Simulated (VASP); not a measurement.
Here is a VASP 6.6.1 calculation.

File INCAR:

```
PREC = Accurate ; ENCUT = 520
EDIFF = 1E-6 ; ISMEAR = 0
SIGMA = 0.1 ; LREAL = F
LASPH = T ; NELM = 100
ALGO = Normal ; ISIF = 2
LWAVE = F ; LCHARG = T
GGA = PE ; LELF = T
LVHAR = T ; NBANDS = 14
```

File KPOINTS:

```
Automatic mesh
0
Gamma
  6 6 4
```

The input POSCAR:

```
Al2H5
1.0
    4.4854819106     -0.0000000035      0.0000000000
   -2.2427409523      3.8845412845      0.0000000000
    0.0000000000      0.0000000000      4.6061955957
Al H
2 5
Direct
    0.0000000000      0.0000000000      0.0000000000
    0.3333333333      0.6666666667      0.0000000000
    0.7371837186      0.2628162814      0.5000000000
    0.7371837186      0.4743674372      0.5000000000
    0.5256325628      0.2628162814      0.5000000000
    0.0000000000      0.0000000000      0.5973528443
    0.0000000000      0.0000000000      0.4026471557
```

Potentials or basis: VASP PAW PBE potentials, release 64 (Al, H).

The run is started by

```console
$ cat potpaw_PBE.64/Al/POTCAR potpaw_PBE.64/H/POTCAR > POTCAR
$ mpirun -np 1 vasp_std > vasp.out
```

Question: What does it give for the largest force?

Answer: 0.014 eV/Å.

Question: Predict the pressure.

Answer: -0.1 GPa.

Stress tensor (GPa, compression positive):
```
-0.06  0.00  0.00
 0.00 -0.06  0.00
 0.00  0.00 -0.18
```
